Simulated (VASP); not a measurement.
Here is a VASP 6.6.1 calculation.

Contents of INCAR:

```
  ALGO = Normal
  EDIFF = 1E-6
  ENCUT = 520
  GGA = PS
  ISIF = 2
  ISMEAR = 0
  LASPH = T
  LCHARG = F
  LREAL = F
  LWAVE = F
  NBANDS = 16
  NELM = 60
  PREC = Accurate
  SIGMA = 0.05
```

File KPOINTS:

```
k-points
0
Gamma
  9 9 6
```

File POSCAR:

```
AlN
1.0
    3.3808000000      0.0000000000      0.0000000000
   -1.6904000000      2.9278586851      0.0000000000
    0.0000000000      0.0000000000      4.1412155349
Al N
2 2
Direct
    0.3333333333      0.6666666667      0.7500000000
    0.6666666667      0.3333333333      0.2500000000
    0.3333333333      0.6666666667      0.2500000000
    0.6666666667      0.3333333333      0.7500000000
```

Potentials or basis: VASP PAW PBE potentials, release 64 (Al, N).

Command:

```console
$ cat potpaw_PBE.64/Al/POTCAR potpaw_PBE.64/N/POTCAR > POTCAR
$ mpirun -np 1 vasp_std > vasp.out
```

(1) Predict the pressure.

(2) Predict the band gap on the k mesh.

Answers

(1) -9.7 GPa.

(2) 3.06 eV, direct.

Caveat: the PAW data sets were made with another functional, which shifts forces and pressure a little.
